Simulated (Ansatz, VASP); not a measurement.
**ZnO in VASP and in Ansatz**

Contents of INCAR:

```
PREC = Accurate ; ENCUT = 520
EDIFF = 1E-6 ; ISMEAR = 0
SIGMA = 0.05 ; LREAL = False
LASPH = True ; NELM = 60
ALGO = Normal ; ISIF = 2
LWAVE = False ; LCHARG = True
LELF = True ; LVHAR = True
NBANDS = 26
```

File KPOINTS:

```
regular mesh
0
Gamma
  9 9 4
```

The input POSCAR:

```
ZnO
1.0
    3.3372866661      0.0000000000      0.0000000000
   -1.6686433330      2.8901750325      0.0000000000
    0.0000000000      0.0000000000      6.9165281095
Zn O
2 2
Direct
    0.0000000000      0.0000000000      0.7500000000
    0.0000000000      0.0000000000      0.2500000000
    0.3333333333      0.6666666667      0.2500000000
    0.6666666667      0.3333333333      0.7500000000
```

Input for Ansatz:

```yaml
crystal:
  lattice:
    - [3.3372866661, 0.0, 0.0]
    - [-1.668643333, 2.8901750325, 0.0]
    - [0.0, 0.0, 6.9165281095]
  atoms:
    - { symbol: Zn, position: [0.0, 0.0, 0.75] }
    - { symbol: Zn, position: [0.0, 0.0, 0.25] }
    - { symbol: O, position: [0.3333333333, 0.6666666667, 0.25] }
    - { symbol: O, position: [0.6666666667, 0.3333333333, 0.75] }
basis:
  ecutwfc: 420
kpoints:
  mp_grid: { grid: [9, 9, 4] }
hamiltonian:
  xc: lda
scf:
  occupations: { method: gaussian, width: 0.05 }
output:
  forces: true
  stress: true
  eigenvalues: true
```

Change from the starting cell: strain +0.015 along x and y, -0.030 along z, atoms carried along.

Alike in both runs: task single point; functional LDA; k mesh 9 × 9 × 4; occupations gaussian, width 0.05 eV; no spin polarisation.

```csv
,VASP,Ansatz
version,VASP 6.6.1,Ansatz 0.2.0
potentials or method,"VASP PAW LDA potentials, release 64 (Zn, O), cutoff 520 eV","scalar-relativistic, plane waves, PAW"
valence electrons in the cell,36,36
```

```csv
,VASP,Ansatz,Ansatz less VASP
gap on the k mesh at the Fermi level (eV),0.69,0.68,-0.011
least direct gap on the mesh (eV),0.69,0.68,-0.011
pressure (GPa),-11.0,-11.7,-0.65
"traceless stress, the component that is largest in VASP (GPa)",9.05,9.79,+0.744
```

LDA's correlation is that of Perdew and Zunger in VASP and of Perdew and Wang (1992) in Ansatz.
